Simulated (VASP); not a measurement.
A run of VASP 6.6.1:

INCAR

```
ALGO     = Normal         # electronic algorithm
EDIFF    = 1E-7           # SCF threshold, eV
ENCUT    = 520            # plane-wave cutoff, eV
GGA      = PE             # functional
ISIF     = 2              # what is computed and relaxed
ISMEAR   = 0              # smearing method
IVDW     = 12             # dispersion correction
LASPH    = True           # aspherical terms in the spheres
LCHARG   = True           # write CHGCAR
LELF     = True           # ELF
LREAL    = False          # projectors in reciprocal space
LVHAR    = True         
LWAVE    = False          # write WAVECAR
NBANDS   = 31             # bands
NELM     = 60             # most SCF steps
PREC     = Accurate       # precision mode
SIGMA    = 0.1            # smearing width, eV
```

KPOINTS

```
k-points
0
Gamma
  6 6 4
```

The input POSCAR:

```
SrC8
1.0
    4.9848714173      0.0000000000      0.0000000000
   -2.4924357087      4.3170252820      0.0000000000
    0.0000000000      0.0000000000      4.8383431460
Sr C
1 8
Direct
    0.0000000000      0.0000000000      0.5000000000
    0.3333333333      0.6666666667      0.0000000000
    0.3345774814      0.1672887407      0.0000000000
    0.8327112593      0.6654225186      0.0000000000
    0.8327112593      0.1672887407      0.0000000000
    0.1672887407      0.8327112593      0.0000000000
    0.1672887407      0.3345774814      0.0000000000
    0.6654225186      0.8327112593      0.0000000000
    0.6666666667      0.3333333333      0.0000000000
```

Potentials or basis: VASP PAW PBE potentials, release 64 (Sr_sv, C).

Run with:

```console
$ cat potpaw_PBE.64/Sr_sv/POTCAR potpaw_PBE.64/C/POTCAR > POTCAR
$ mpirun -np 1 vasp_std > vasp.out
```

Hardware: 1 thread of Intel(R) Xeon(R) Platinum 8559C (Emerald Rapids) (shared host).

Problem. Estimate the wall time of this run.

Solution. Wall time 56 s on 1 thread of Intel(R) Xeon(R) Platinum 8559C (Emerald Rapids), with other jobs on the host, peak memory 0.26 GiB. Counts: scf iterations 16, k points 21.
